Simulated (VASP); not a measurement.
# Ba (Fm-3m) in VASP: further runs

The runs below take Ba through single point, relaxation of cell and atoms, with r2SCAN.

Everything below comes from runs of VASP 6.6.1. Logs are shortened: lines on timing, memory, paths and dates and some standing lists are left out, and cuts for length are marked.

**1. The cell of the first run**

The structure is cubic, space group Fm-3m (No. 225). The conventional cell has a = 6.694 Å, b = 6.694 Å, c = 6.694 Å, α = 90.00°, β = 90.00°, γ = 90.00°.

This isn't the form of Ba at room conditions, which is bcc.

**2. Single point, r2SCAN (75.00 Å³/atom)**

Input file POSCAR:

```
Ba
1.0
    0.0000000000      3.3472285081      3.3472285081
    3.3472285081      0.0000000000      3.3472285081
    3.3472285081      3.3472285081      0.0000000000
Ba
1
Direct
    0.0000000000      0.0000000000      0.0000000000
```

Input file INCAR.step1:

```
SYSTEM = Ba
ALGO     = Normal         ! electronic algorithm
EDIFF    = 1E-4           ! SCF threshold, eV
ENCUT    = 520            ! plane-wave cutoff, eV
GGA      = PE             ! functional
ISMEAR   = -1             ! smearing method
LASPH    = .True.         ! aspherical terms in the spheres
LCHARG   = .False.        ! write CHGCAR
LREAL    = .False.        ! projectors in reciprocal space
LWAVE    = .True.         ! write WAVECAR
NBANDS   = 11             ! bands
NELM     = 80             ! most SCF steps
PREC     = Accurate       ! precision mode
SIGMA    = 0.1            ! smearing width, eV
```

Input file INCAR.step2:

```
SYSTEM = Ba
ALGO     = Normal         ! electronic algorithm
EDIFF    = 1E-6           ! SCF threshold, eV
ENCUT    = 520            ! plane-wave cutoff, eV
ISIF     = 2              ! what is computed and relaxed
ISMEAR   = -1             ! smearing method
ISTART   = 1            
LASPH    = .True.         ! aspherical terms in the spheres
LCHARG   = .False.        ! write CHGCAR
LMIXTAU  = .True.       
LREAL    = .False.        ! projectors in reciprocal space
LWAVE    = .False.        ! write WAVECAR
METAGGA  = R2SCAN         ! meta-GGA
NBANDS   = 11             ! bands
NELM     = 80             ! most SCF steps
PREC     = Accurate       ! precision mode
SIGMA    = 0.1            ! smearing width, eV
```

Input file KPOINTS:

```
k-points
0
Gamma
  10 10 10
  0 0 0
```

Potentials or basis: VASP PAW PBE potentials, release 64 (Ba_sv).

On the command line:

```bash
$ cat potpaw_PBE.64/Ba_sv/POTCAR > POTCAR
$ cp INCAR.step1 INCAR
$ mpirun -np 1 vasp_std > vasp.out
$ cp INCAR.step2 INCAR
$ mpirun -np 1 vasp_std > vasp.out
```

OUTCAR:

```text
SYSTEM = Ba
   EDIFF = 1E-6
   ENCUT = 520
   ISIF = 2
   ISMEAR = -1
   ISTART = 1
   LASPH = .True.
   LREAL = .False.
   METAGGA = R2SCAN
   NELM = 80
   PREC = Accurate

 ion  position               nearest neighbor table
   1  0.000  0.000  0.000-

  LATTYP: Found a face centered cubic cell.
 ALAT       =     6.6944570162

  Lattice vectors:

 A1 = (   0.0000000000,   3.3472285081,   3.3472285081)
 A2 = (   3.3472285081,   0.0000000000,   3.3472285081)
 A3 = (   3.3472285081,   3.3472285081,   0.0000000000)

Analysis of symmetry for initial positions (statically):
=====================================================================
 Subroutine PRICEL returns:
 Original cell was already a primitive cell.

 Routine SETGRP: Setting up the symmetry group for a
 face centered cubic supercell.

 Subroutine GETGRP returns: Found 48 space group operations
 (whereof 48 operations were pure point group operations)
 out of a pool of 48 trial point group operations.

The static configuration has the point symmetry O_h .

Analysis of symmetry for dynamics (positions and initial velocities):
=====================================================================
 Subroutine PRICEL returns:
 Original cell was already a primitive cell.

 Routine SETGRP: Setting up the symmetry group for a
 face centered cubic supercell.

 Subroutine GETGRP returns: Found 48 space group operations
 (whereof 48 operations were pure point group operations)
 out of a pool of 48 trial point group operations.

The dynamic configuration has the point symmetry O_h .

 Subroutine INISYM returns: Found 48 space group operations
 (whereof 48 operations are pure point group operations),
 and found     1 'primitive' translations

----------------------------------------------------------------------------------------

                                     Primitive cell

  volume of cell :      75.0043

  direct lattice vectors                    reciprocal lattice vectors
     0.000000000  3.347228508  3.347228508    -0.149377313  0.149377313  0.149377313
     3.347228508  0.000000000  3.347228508     0.149377313 -0.149377313  0.149377313
     3.347228508  3.347228508  0.000000000     0.149377313  0.149377313 -0.149377313

  length of vectors
     4.733695953  4.733695953  4.733695953     0.258729095  0.258729095  0.258729095

  position of ions in fractional coordinates (direct lattice)
     0.000000000  0.000000000  0.000000000

  ion indices of the primitive-cell ions
   primitive index   ion index
                 1           1

----------------------------------------------------------------------------------------

 KPOINTS: k-points

Automatic generation of k-mesh.
 Grid dimensions read from file:
 generate k-points for:   10   10   10

 Generating k-lattice:

  Cartesian coordinates                     Fractional coordinates (reciprocal lattice)
    -0.014937731  0.014937731  0.014937731     0.100000000  0.000000000  0.000000000
     0.014937731 -0.014937731  0.014937731     0.000000000  0.100000000  0.000000000
     0.014937731  0.014937731 -0.014937731     0.000000000  0.000000000  0.100000000

  Length of vectors
     0.025872910  0.025872910  0.025872910

  Shift w.r.t. Gamma in fractional coordinates (k-lattice)
     0.000000000  0.000000000  0.000000000

 Subroutine IBZKPT returns following result:
 ===========================================

 Found     47 irreducible k-points:

 Following reciprocal coordinates:
            Coordinates               Weight
  0.000000  0.000000  0.000000      1.000000
  0.100000  0.000000  0.000000      8.000000
  0.200000  0.000000  0.000000      8.000000
  0.300000  0.000000  0.000000      8.000000
  0.400000  0.000000  0.000000      8.000000
  0.500000  0.000000  0.000000      4.000000
[... 16 lines left out ...]
  0.300000  0.300000  0.000000      6.000000
  0.400000  0.300000  0.000000     24.000000
 [... further k-points ...]
   k-points           NKPTS =     47   k-points in BZ     NKDIM =     47   number of bands    NBANDS=     11
   number of dos      NEDOS =    301   number of ions     NIONS =      1
   total plane-waves  NPLWV =  46656
   dimension x,y,z NGX =    36 NGY =   36 NGZ =   36
   dimension x,y,z NGXF=    72 NGYF=   72 NGZF=   72
   ions per type =               1
   NGX,Y,Z   is equivalent  to a cutoff of  12.64, 12.64, 12.64 a.u.
   NGXF,Y,Z  is equivalent  to a cutoff of  25.29, 25.29, 25.29 a.u.
 SYSTEM =  Ba
   PREC   = accura    normal or accurate (medium, high low for compatibility)
   ISTART =      1    job   : 0-new  1-cont  2-samecut
   ICHARG =      0    charge: 1-file 2-atom 10-const
   ISPIN  =      1    spin polarized calculation?
   LNONCOLLINEAR =      F non collinear calculations
   LSORBIT =      F    spin-orbit coupling
   LASPH  =      T    aspherical Exc in radial PAW
   ENCUT  =  520.0 eV  38.22 Ry    6.18 a.u.   8.80  8.80  8.80*2*pi/ulx,y,z
   NELM   =     80;   NELMIN=  2; NELMDL=  0     # of ELM steps
   EDIFF  = 0.1E-05   stopping-criterion for ELM
   LREAL  =      F    real-space projection
   EDIFFG = 0.1E-04   stopping-criterion for IOM
   NSW    =      0    number of steps for IOM
   IBRION =     -1    ionic relax: 0-MD 1-quasi-New 2-CG
   NFREE  =      0    steps in history (QN), initial steepest desc. (CG)
   ISIF   =      2    stress and relaxation
   ISYM   =      2    0-nonsym 1-usesym 2-fastsym
   POTIM  = 0.5000    time-step for ionic-motion
   TEBEG  =    0.0;   TEEND  =   0.0 temperature during run
   PSTRESS=    0.0 pullay stress
   NELECT =      10.0000    total number of electrons
   NUPDOWN=      -1.0000    fix difference up-down
   EMIN   =  10.00;   EMAX   =-10.00  energy-range for DOS
   EFERMI =   0.00;   METHOD = LEGACY
   ISMEAR =    -1;   SIGMA  =   0.10  broadening in eV -4-tet -1-fermi 0-gaus
   EFERMI_NEDOS =   21; number of points for ismear=-14 and -15
   IALGO  =     38    algorithm
   IMIX   =      4    mixing-type and parameters
     AMIX     =   0.40;   BMIX     =  1.00
     AMIX_MAG =   1.60;   BMIX_MAG =  1.00
  volume/ion in A,a.u.               =      75.00       506.15
  Fermi-wavevector in a.u.,A,eV,Ry     =   0.836333  1.580441  9.516645  0.699454
  Thomas-Fermi vector in A             =   1.950040
   LORBIT       =      0    0 simple, 1 ext, 2 COOP (PROOUT), +10 PAW based schemes
   METAGGA = R2SCAN    functional components
   LHFCALC =     F    Hartree Fock is set to
   AEXX    =    0.0000 exact exchange contribution
   IVDW    =     0    specifies the selected vdW correction
   LEPSILON=     F    determine dielectric tensor
   LRPA    =     F    only Hartree local field effects (RPA)
 non-spin polarized calculation
  energy-cutoff  :      520.00
  volume of cell :       75.00
 maximum number of plane-waves:      2044
   NGX = 17   NGY = 17   NGZ = 17

 number of electron      10.0000000 magnetization

 Free energy of the ion-electron system (eV)
  ---------------------------------------------------
  ext. energy  EPLUGINS =         0.00000000
  ---------------------------------------------------
  free energy    TOTEN  =       -26.40731706 eV

  energy without entropy =      -26.35270505  energy(sigma->0) =      -26.38001105

 E-fermi :   1.2417     XC(G=0):  -7.2755

 val. band max:        1.2337853767   @ k =  -0.3000   0.4000   0.1000
 cond. band min:       1.2538624329   @ k =   0.5000   0.5000   0.0000
 fundamental gap:      0.0200770563
 Fermi energy:         1.2416909304

 k-point     1 :       0.0000    0.0000    0.0000
  band No.  band energies     occupation
      1     -29.0463      2.00000
      2     -13.6464      2.00000
      3     -13.6464      2.00000
      4     -13.6464      2.00000
      5      -1.6246      2.00000
      6       3.0725      0.00000
      7       3.0725      0.00000
      8       3.0725      0.00000
      9       4.4143      0.00000
     10       4.4143      0.00000
     11       7.0760      0.00000

 k-point     2 :       0.1000    0.0000    0.0000
  band No.  band energies     occupation
      1     -29.0444      2.00000
      2     -13.6732      2.00000
      3     -13.6499      2.00000
      4     -13.6499      2.00000
      5      -1.4715      2.00000
      6       2.8624      0.00000
      7       3.1426      0.00000
      8       3.1426      0.00000
      9       4.3201      0.00000
     10       4.3201      0.00000
     11       7.4542      0.00000

 k-point     3 :       0.2000    0.0000    0.0000
  band No.  band energies     occupation
      1     -29.0394      2.00000
      2     -13.7423      2.00000
      3     -13.6588      2.00000
      4     -13.6588      2.00000
      5      -1.0439      2.00000
      6       2.4331      0.00001
      7       3.2361      0.00000
      8       3.2361      0.00000
      9       4.2570      0.00000
     10       4.2570      0.00000
     11       7.5064      0.00000

 k-point     4 :       0.3000    0.0000    0.0000
  band No.  band energies     occupation
      1     -29.0333      2.00000
      2     -13.8254      2.00000
      3     -13.6697      2.00000
      4     -13.6697      2.00000
      5      -0.4455      2.00000
      6       2.0449      0.00065
      7       3.1359      0.00000
      8       3.1359      0.00000
      9       4.5743      0.00000
     10       4.5743      0.00000
     11       6.9084      0.00000
[... 239 lines left out ...]
 k-point    22 :      -0.2000    0.2000    0.0000
  band No.  band energies     occupation
      1     -29.0311      2.00000
      2     -13.8121      2.00000
      3     -13.7210      2.00000
      4     -13.6684      2.00000
      5      -0.2030      2.00000
      6       2.0340      0.00072
      7       2.6367      0.00000
      8       3.5478      0.00000
      9       3.8346      0.00000
     10       5.2912      0.00000
     11       7.7167      0.00000

 k-point    23 :       0.3000    0.3000    0.0000
  band No.  band energies     occupation
      1     -29.0289      2.00000
      2     -13.8166      2.00000
      3     -13.7098      2.00000
      4     -13.7098      2.00000
      5      -0.1055      2.00000
      6       1.7062      0.01904
      7       2.6227      0.00000
      8       4.1020      0.00000
      9       4.1020      0.00000
     10       5.0061      0.00000
     11       8.6960      0.00000

 k-point    24 :       0.4000    0.3000    0.0000
  band No.  band energies     occupation
      1     -29.0250      2.00000
      2     -13.8516      2.00000
      3     -13.7291      2.00000
      4     -13.7205      2.00000
      5       0.3025      1.99983
      6       1.5414      0.09515
      7       2.3994      0.00002
      8       4.2246      0.00000
      9       4.6225      0.00000
     10       5.3206      0.00000
     11       7.4606      0.00000

 [... further k-points ...]

------------------------ aborting loop because EDIFF is reached ----------------------------------------

  FORCE on cell =-STRESS in cart. coord.  units (eV):
  Direction    XX          YY          ZZ          XY          YZ          ZX
  --------------------------------------------------------------------------------------
  -------------------------------------------------------------------------------------
  Total       -0.3295634     -0.3295634     -0.3295634     -0.0000000      0.0000000     -0.0000000
  in kB       -7.0398518     -7.0398518     -7.0398518     -0.0000000      0.0000000     -0.0000000
  external PRESSURE =      -7.0398518 kB  Pullay stress =       0.0000000 kB

 VOLUME and BASIS-vectors are now :
 -----------------------------------------------------------------------------
  energy-cutoff  :      520.00
  volume of cell :       75.00
      direct lattice vectors                 reciprocal lattice vectors
     0.000000000  3.347228508  3.347228508    -0.149377313  0.149377313  0.149377313
     3.347228508  0.000000000  3.347228508     0.149377313 -0.149377313  0.149377313
     3.347228508  3.347228508  0.000000000     0.149377313  0.149377313 -0.149377313

 POSITION                                       TOTAL-FORCE (eV/Angst)
 -----------------------------------------------------------------------------------
      0.00000      0.00000      0.00000         0.000000      0.000000     -0.000000
 -----------------------------------------------------------------------------------
    total drift:                               -0.000000      0.000000      0.000000

  FREE ENERGIE OF THE ION-ELECTRON SYSTEM (eV)
  ---------------------------------------------------
  free  energy   TOTEN  =       -26.4073170565 eV

  energy  without entropy=      -26.3527050460  energy(sigma->0) =      -26.38001105
```

It took 3.4 min on 1 thread of Intel Xeon 8259CL, shared host; peak memory 0.23 GiB.

Results:

```
Free energy : -26.4073 eV
Pressure    : -0.7 GPa
```

Levels at points of the mesh, in eV from the Fermi level:
| k point | band 2 | band 3 | band 4 | band 5 | band 6 | band 7 | band 8 | band 9 |
| --- | --- | --- | --- | --- | --- | --- | --- | --- |
| (0.00, 0.00, 0.00) | -14.89 | -14.89 | -14.89 | -2.87 | 1.83 | 1.83 | 1.83 | 3.17 |
| (0.50, 0.00, 0.00) | -15.16 | -14.92 | -14.92 | -0.89 | 0.53 | 1.67 | 1.67 | 4.16 |
| (0.50, 0.50, 0.00) | -15.14 | -14.98 | -14.98 | -0.69 | 0.01 | 1.47 | 4.16 | 4.45 |

Caveat: the PAW data sets were made with another functional, which shifts forces and pressure a little; spin-orbit coupling is left out, which moves the levels of the heavy elements.

**3. Single point, r2SCAN**

This run uses another cell than the first one, of 66.97 Å³/atom.

Input file POSCAR:

```
Ba
1.0
    0.0000000000      3.2231413676      3.2231413676
    3.2231413676      0.0000000000      3.2231413676
    3.2231413676      3.2231413676      0.0000000000
Ba
1
Direct
    0.0000000000      0.0000000000      0.0000000000
```

Input file INCAR.step1:

```
SYSTEM = Ba
ALGO = Normal
EDIFF = 1E-4
ENCUT = 520
GGA = PE
ISMEAR = -1
LASPH = .True.
LCHARG = .False.
LREAL = .False.
LWAVE = .True.
NBANDS = 11
NELM = 60
PREC = Accurate
SIGMA = 0.1
```

Input file INCAR.step2:

```
SYSTEM = Ba
ALGO = Normal
EDIFF = 1E-7
ENCUT = 520
ISIF = 2
ISMEAR = -1
ISTART = 1
LASPH = .True.
LCHARG = .False.
LMIXTAU = .True.
LREAL = .False.
LWAVE = .False.
METAGGA = R2SCAN
NBANDS = 11
NELM = 60
PREC = Accurate
SIGMA = 0.1
```

Input file KPOINTS:

```
k-points
0
Gamma
  14 14 14
  0 0 0
```

Potentials or basis: VASP PAW PBE potentials, release 64 (Ba_sv).

On the command line:

```bash
$ cat potpaw_PBE.64/Ba_sv/POTCAR > POTCAR
$ cp INCAR.step1 INCAR
$ mpirun -np 1 vasp_std > vasp.out
$ cp INCAR.step2 INCAR
$ mpirun -np 1 vasp_std > vasp.out
```

It took 7.5 min on 1 thread of Intel Xeon 8259CL, shared host; peak memory 0.26 GiB.

It converged, with:

```
Free energy            : -26.4248 eV
Pressure               : 0.1 GPa
Band gap on the k mesh : zero (bands 5 and 6 overlap by 0.11 eV)
```

Levels at points of the mesh, in eV from the Fermi level:
```csv
k point,band 3,band 4,band 5,band 6,band 7,band 8
"(0.00, 0.00, 0.00)",-14.64,-14.64,-2.93,1.95,1.95,1.95
"(0.50, 0.00, 0.00)",-14.69,-14.69,-0.93,0.79,1.76,1.76
"(0.50, 0.50, 0.00)",-14.78,-14.78,-0.83,-0.08,1.85,4.60
```

Caveat: the PAW data sets were made with another functional, which shifts forces and pressure a little; spin-orbit coupling is left out, which moves the levels of the heavy elements.

**4. Relaxation of cell and atoms, r2SCAN**

This run uses another cell than the first one, of 62.50 Å³/atom.

Input file POSCAR:

```
Ba
1.0
    0.0000000000      3.1498026247      3.1498026247
    3.1498026247      0.0000000000      3.1498026247
    3.1498026247      3.1498026247      0.0000000000
Ba
1
Direct
    0.0000000000      0.0000000000      0.0000000000
```

Input file INCAR.step1:

```
SYSTEM = Ba
PREC = Accurate
ENCUT = 600
ISMEAR = -1
SIGMA = 0.1
LREAL = .False.
LASPH = .True.
NELM = 60
GGA = PE
ALGO = Normal
EDIFF = 1E-4
LWAVE = .True.
LCHARG = .False.
```

Input file INCAR.step2:

```
SYSTEM = Ba
PREC = Accurate
ENCUT = 600
EDIFF = 1E-6
ISMEAR = -1
SIGMA = 0.1
LREAL = .False.
LASPH = .True.
NELM = 60
ALGO = Normal
ISIF = 3
LWAVE = .False.
LCHARG = .False.
METAGGA = R2SCAN
LMIXTAU = .True.
IBRION = 2
NSW = 80
EDIFFG = -0.01
ISTART = 1
```

Input file KPOINTS:

```
Automatic mesh
0
Gamma
  9 9 9
  0 0 0
```

On the command line:

```bash
$ cat potpaw_PBE.64/Ba_sv/POTCAR > POTCAR
$ cp INCAR.step1 INCAR
$ mpirun -np 1 vasp_std > vasp.out
$ cp INCAR.step2 INCAR
$ mpirun -np 1 vasp_std > vasp.out
```

Wall time 8.5 min (1 thread of Intel Xeon 8259CL, shared host); peak memory 0.24 GiB.

Results (log left out):

- Free energy: -26.4248 eV
- Relaxed volume: 67.46 Å³/atom
- Relaxed cell: a = 4.569 Å, b = 4.569 Å, c = 4.569 Å, α = 60.00°, β = 60.00°, γ = 60.00°
- Space group after relaxing (to 0.1 Å): Fm-3m (No. 225)
- Energy gained by relaxing: 9.6 meV/atom
- Ionic steps: 4
- Pressure after relaxing: 0.0 GPa
- Band gap on the k mesh: zero (bands 5 and 6 overlap by 0.11 eV)

Step by step:
```
step  energy change (eV)  largest force (eV/Å)  pressure (GPa)  volume (Å³)
   1              0.0000                0.0000            0.65        62.50
   2             -0.0070                0.0000            0.32        64.82
   3             -0.0095                0.0000           -0.05        67.88
   4             -0.0096                0.0000            0.00        67.46
```

Final structure:
```cif
data_structure
_symmetry_space_group_name_H-M 'P 1'
_symmetry_Int_Tables_number 1
_cell_length_a 4.5693
_cell_length_b 4.5693
_cell_length_c 4.5693
_cell_angle_alpha 60.000
_cell_angle_beta 60.000
_cell_angle_gamma 60.000
_cell_volume 67.46
loop_
_atom_site_label
_atom_site_type_symbol
_atom_site_fract_x
_atom_site_fract_y
_atom_site_fract_z
_atom_site_occupancy
Ba1 Ba 0.00000 0.00000 0.00000 1
```

Levels at points of the mesh, in eV from the Fermi level:
```csv
k point,band 2,band 3,band 4,band 5,band 6,band 7,band 8,band 9
"(0.00, 0.00, 0.00)",-14.67,-14.67,-14.67,-2.94,1.93,1.93,1.93,3.44
```

Caveat: the PAW data sets were made with another functional, which shifts forces and pressure a little; spin-orbit coupling is left out, which moves the levels of the heavy elements.

**5. Summary**

| task | cell | k mesh | cutoff (eV) | gap on the mesh (eV) | pressure (GPa) |
| --- | --- | --- | --- | --- | --- |
| single point | a = 4.734 Å, angles 60.0°, 1 atom | 10 × 10 × 10 | 520 | - | -0.7 |
| single point | a = 4.558 Å, angles 60.0°, 1 atom | 14 × 14 × 14 | 520 | none | 0.1 |
| relaxation of cell and atoms | relaxed from a = 4.454 Å, angles 60.0°, 1 atom | 9 × 9 × 9 | 600 | none | 0.0 |

Alike in all rows: level r2SCAN; potentials or basis VASP PAW PBE potentials, release 64 (Ba_sv); no spin polarisation; smearing fermi-dirac 0.1 eV.

Caveats: the PAW data sets were made with another functional, which shifts forces and pressure a little; spin-orbit coupling is left out, which moves the levels of the heavy elements.

Absolute energies hang on the potentials; compare differences alone.
